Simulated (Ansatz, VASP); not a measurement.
Ir: VASP beside Ansatz

```
Ir
1.0
     2.75138    0.00000    0.00000
    -1.37569    2.38276    0.00000
     0.00000    0.00000    4.46229
Ir
2
Cartesian
  0.9257 1.2443 3.3467
  0.0000 1.5885 1.1156
```

Alike in both runs: task single point; functional PBEsol; k mesh 18 × 18 × 12; occupations gaussian, width 0.15 eV; no spin polarisation.

|  | VASP | Ansatz |
| --- | --- | --- |
| version | VASP 6.6.1 | Ansatz 0.2.0 |
| potentials or method | VASP PAW PBE potentials, release 64 (Ir), cutoff 520 eV | scalar-relativistic, plane waves, PAW |
| valence electrons in the cell | 18 | 34 |

VASP gave:

```
gap on the k mesh at the Fermi level (eV)                     : none
pressure (GPa)                                                : 4.3
traceless stress, the component that is largest in VASP (GPa) : 25.67
rms of the force components (eV/Å)                            : 1.125
```

Estimate Ansatz's values.

gap on the k mesh at the Fermi level (eV): none; pressure (GPa): 3.5; traceless stress, the component that is largest in VASP (GPa): 25.39; rms of the force components (eV/Å): 1.121.

VASP's potentials were made for PBE, not for PBEsol. Atom by atom the forces differ by 0.007 eV/Å (rms over components). A gap of «none» marks a metal or a gap that the smearing closes. The functional is the same, so the differences come from potentials, cutoffs and numerics. VASP's potentials hold 18 valence electrons a cell and Ansatz's 34, so a difference there can come from the potentials and not from the codes.

Spin-orbit coupling is off throughout.
